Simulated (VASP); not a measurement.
RbBr:

```xyz
2
Lattice="0.0000 3.4608 3.5473 3.4608 0.0000 3.5473 3.4608 3.4608 0.0000" Properties=species:S:1:pos:R:3 pbc="T T T"
Rb    0.0000    0.0000    0.0000
Br    3.4608    3.4608    3.5473
```

This cell differs from its parent crystal: uniaxial z strain +2.5%.

Base run:

- Program: VASP 6.6.1
- Functional: PBE
- Potentials or basis: VASP PAW PBE potentials, release 64 (Rb_sv, Br)
- Cutoff: 520 eV
- k mesh: 6 × 6 × 6
- Occupations: fermi-dirac, width 0.02 eV
- Spin: no spin polarisation

Its results: band gap on the k mesh 4.22 eV, direct; pressure 0.3 GPa.

The run is repeated on the same cell with these changes: functional from PBE to r2SCAN; occupations from fermi-dirac, width 0.02 eV to gaussian, width 0.01 eV. What comes out?

Band gap on the k mesh 4.82 eV, direct; pressure -0.3 GPa.

Caveats: the PAW data sets were made with another functional, which shifts forces and pressure a little (some runs).

